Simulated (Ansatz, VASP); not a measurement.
Si4F: VASP beside Ansatz

```
CELL_PARAMETERS angstrom
5.19107 0.00000 0.00000
-2.59553 4.49559 0.00000
0.00000 0.00000 4.00250
ATOMIC_POSITIONS crystal
Si 0.00000 0.00000 0.50000
Si 0.50000 0.00000 0.00000
Si 0.00000 0.50000 0.00000
Si 0.50000 0.50000 0.00000
F 0.00000 0.00000 0.00000
```

Alike in both runs: task single point; functional PBE; k mesh 6 × 6 × 4; occupations gaussian, width 0.1 eV; collinear spin.

```csv
,VASP,Ansatz
version,VASP 6.6.1,Ansatz 0.2.0
potentials or method,"VASP PAW PBE potentials, release 64 (Si, F), cutoff 520 eV","scalar-relativistic, plane waves, PAW"
valence electrons in the cell,23,23
```

```tsv
	VASP	Ansatz	Ansatz less VASP
gap on the k mesh at the Fermi level (eV)	none	none	-
pressure (GPa)	0.1	0.1	+0.04
traceless stress, the component that is largest in VASP (GPa)	-0.15	-0.25	-0.107
net moment per atom (μB)	0.00	0.00	0.000
```

A gap of «none» marks a metal or a gap that the smearing closes. The functional is the same, so the differences come from potentials, cutoffs and numerics. Ansatz's warnings: seeded moment not kept.

The k mesh is coarse, so the values compare programs but aren't converged.
